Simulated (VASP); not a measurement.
Input of a VASP 6.6.1 run:

File POSCAR:

```
Sr
1.0
    4.8096001444      0.0000000000      0.0000000000
    0.0000000000      4.8096001444      0.0000000000
    0.0000000000      0.0000000000      4.9538881487
Sr
2
Direct
    0.0000000000      0.0000000000      0.0000000000
    0.5000000000      0.5000000000      0.5000000000
```

The input INCAR.step1:

```
  PREC = Accurate
  ENCUT = 520
  ISMEAR = 0
  SIGMA = 0.1
  LREAL = False
  LASPH = True
  NELM = 100
  NBANDS = 17
  GGA = PE
  ALGO = Normal
  EDIFF = 1E-4
  LWAVE = True
  LCHARG = False
```

The input INCAR.step2:

```
  PREC = Accurate
  ENCUT = 520
  EDIFF = 1E-7
  ISMEAR = 0
  SIGMA = 0.1
  LREAL = False
  LASPH = True
  NELM = 100
  ALGO = Normal
  ISIF = 2
  LWAVE = False
  LCHARG = False
  METAGGA = R2SCAN
  LMIXTAU = True
  NBANDS = 17
  ISTART = 1
```

The input KPOINTS:

```
regular mesh
0
Gamma
  10 10 10
```

Potentials or basis: VASP PAW PBE potentials, release 64 (Sr_sv).

Run with:

```bash
$ cat potpaw_PBE.64/Sr_sv/POTCAR > POTCAR
$ cp INCAR.step1 INCAR
$ mpirun -np 1 vasp_std > vasp.out
$ cp INCAR.step2 INCAR
$ mpirun -np 1 vasp_std > vasp.out
```

Problem. Predict the pressure.

Solution. -0.3 GPa.

Problem. Estimate the band gap on the k mesh.

Solution. Zero (bands 10 and 11 overlap by 0.35 eV).

Caveat: the cell differs from its parent crystal (strain along c alone, the other axes held: +3.0 %); the PAW data sets were made with another functional, which shifts forces and pressure a little.
